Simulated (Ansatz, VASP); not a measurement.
## KI in VASP and in Ansatz

```
CELL_PARAMETERS angstrom
0.00000 3.73072 4.34212
3.73072 0.00000 4.34212
3.73072 3.73072 0.00000
ATOMIC_POSITIONS crystal
K 0.00000 0.00000 0.00000
I 0.25000 0.25000 0.25000
```

Change from the starting cell: epitaxial_xy strain -5.9%.

Alike in both runs: task single point; functional PBE; k mesh 6 × 6 × 6; occupations fermi-dirac, width 0.02 eV; no spin polarisation.

|  | VASP | Ansatz |
| --- | --- | --- |
| version | VASP 6.6.1 | Ansatz 0.2.0 |
| potentials or method | VASP PAW PBE potentials, release 64 (K_sv, I) | plane waves, PAW |
| plane-wave cutoff (eV) | 520 | 420 |
| valence electrons in the cell | 16 | 26 |

VASP gave:

| Property | Result |
| --- | --- |
| gap on the k mesh at the Fermi level (eV) | 3.84 |
| pressure (GPa) | 0.3 |
| traceless stress, the component that is largest in VASP (GPa) | -0.09 |

What did Ansatz give for the same quantities?

gap on the k mesh at the Fermi level (eV): 3.84; pressure (GPa): 0.3; traceless stress, the component that is largest in VASP (GPa): -0.10.

VASP's potentials hold 16 valence electrons a cell and Ansatz's 26, so a difference there can come from the potentials and not from the codes.

Neither program's run includes spin-orbit coupling.
